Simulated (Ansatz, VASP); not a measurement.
**One calculation of Sb, two programs**

File INCAR:

```
SYSTEM = Sb
PREC     = Accurate       ! precision mode
ENCUT    = 520            ! plane-wave cutoff, eV
EDIFF    = 1E-6           ! SCF threshold, eV
ISMEAR   = -1             ! smearing method
SIGMA    = 0.1            ! smearing width, eV
LREAL    = .False.        ! projectors in reciprocal space
LASPH    = .True.         ! aspherical terms in the spheres
NELM     = 150            ! most SCF steps
ALGO     = Normal         ! electronic algorithm
ISIF     = 2              ! what is computed and relaxed
LWAVE    = .False.        ! write WAVECAR
LCHARG   = .False.        ! write CHGCAR
MAGMOM   = 0 0 0          ! initial moments
LORBIT   = 11             ! projections on sites
LSORBIT  = .True.         ! spin-orbit coupling
GGA_COMPAT= .False.      
LORBMOM  = .True.       
GGA      = B5             ! functional
ALDAX    = 1.0          
AGGAX    = 1.0          
AGGAC    = 1.0          
ALDAC    = 0.0          
IVDW     = 13             ! dispersion correction
VDW_S6   = 1.0          
VDW_S8   = 2.34076671   
VDW_A1   = 0.44488865   
VDW_A2   = 4.0933009    
NBANDS   = 16             ! bands
```

File KPOINTS:

```
Automatic mesh
0
Gamma
  7 7 7
  0 0 0
```

The input POSCAR:

```
Sb
1.0
   -1.8713408863      1.8713408863      1.8713408863
    1.8713408863     -1.8713408863      1.8713408863
    1.8713408863      1.8713408863     -1.8713408863
Sb
1
Direct
    0.0000000000      0.0000000000      0.0000000000
```

The input input.yaml:

```yaml
crystal:
  lattice:
    - [-1.8713408863, 1.8713408863, 1.8713408863]
    - [1.8713408863, -1.8713408863, 1.8713408863]
    - [1.8713408863, 1.8713408863, -1.8713408863]
  atoms:
    - { symbol: Sb, position: [0.0, 0.0, 0.0] }
hamiltonian:
  xc: blyp
  pseudopotentials: { kind: paw_fr }
  dispersion: d4
magnetization:
  noncollinear: true
  spin_orbit: true
kpoints:
  mp_grid: { grid: [7, 7, 7] }
scf:
  occupations: { method: fermi_dirac, width: 0.1 }
output:
  forces: true
  stress: true
  eigenvalues: true
```

Alike in both runs: task single point; functional BLYP; dispersion D4; k mesh 7 × 7 × 7; occupations fermi-dirac, width 0.1 eV; non-collinear spin, spin-orbit coupling.

|  | VASP | Ansatz |
| --- | --- | --- |
| version | VASP 6.6.1 | Ansatz 0.2.0 |
| potentials or method | VASP PAW PBE potentials, release 64 (Sb) | Ansatz PAW |
| plane-wave cutoff (eV) | 520 | 420 |
| valence electrons in the cell | 5 | 15 |

|  | VASP | Ansatz | Ansatz less VASP |
| --- | --- | --- | --- |
| pressure (GPa) | 3.4 | 3.2 | -0.16 |
| net moment per atom (μB) | 0.00 | 0.00 | 0.000 |

VASP's potentials were made for PBE, not for BLYP. VASP's potentials hold 5 valence electrons a cell and Ansatz's 15, so a difference there can come from the potentials and not from the codes.
